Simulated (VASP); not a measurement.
Wanted: the native input for a VASP 6.6.1 run.

* Task: electric field gradients
* Functional: PBEsol
* Potentials or basis: VASP PAW PBE potentials, release 64 (Li_sv)
* Cutoff: 520 eV
* k mesh: 15 × 15 × 8
* Occupations: fermi-dirac, width 0.03 eV
* Spin: no spin polarisation
* Dipole correction: no
* Further INCAR settings: ALGO = Normal; EDIFF = 1e-08; NBANDS = 10

The structure of Li lies in POSCAR:

```
Li
1.0
    3.0901223134      0.0000000000      0.0000000000
   -1.5450611567      2.6761244242      0.0000000000
    0.0000000000      0.0000000000      5.0588177620
Li
2
Direct
    0.3333333333      0.6666666667      0.2500000000
    0.6666666667      0.3333333333      0.7500000000
```

This isn't the form of Li at room conditions, which is bcc.

The input as run:

INCAR

```
PREC = Accurate
ENCUT = 520
EDIFF = 1E-8
ISMEAR = -1
SIGMA = 0.03
LREAL = F
LASPH = T
NELM = 100
ALGO = Normal
ISIF = 2
LWAVE = F
LCHARG = F
GGA = PS
LEFG = T
NBANDS = 10
```

KPOINTS

```
regular mesh
0
Gamma
  15 15 8
```

Potentials or basis: VASP PAW PBE potentials, release 64 (Li_sv).

The run is started by

```bash
$ cat potpaw_PBE.64/Li_sv/POTCAR > POTCAR
$ mpirun -np 1 vasp_std > vasp.out
```

It gave:

| Item | Value |
| --- | --- |
| Band gap on the k mesh | zero (bands 3 and 4 overlap by 4.55 eV) |
| Largest electric field gradient by atom | zero within the noise of the run |

It took 16 s on 1 thread of Intel(R) Xeon(R) Platinum 8559C (Emerald Rapids), on a shared host, peak memory 0.17 GiB.
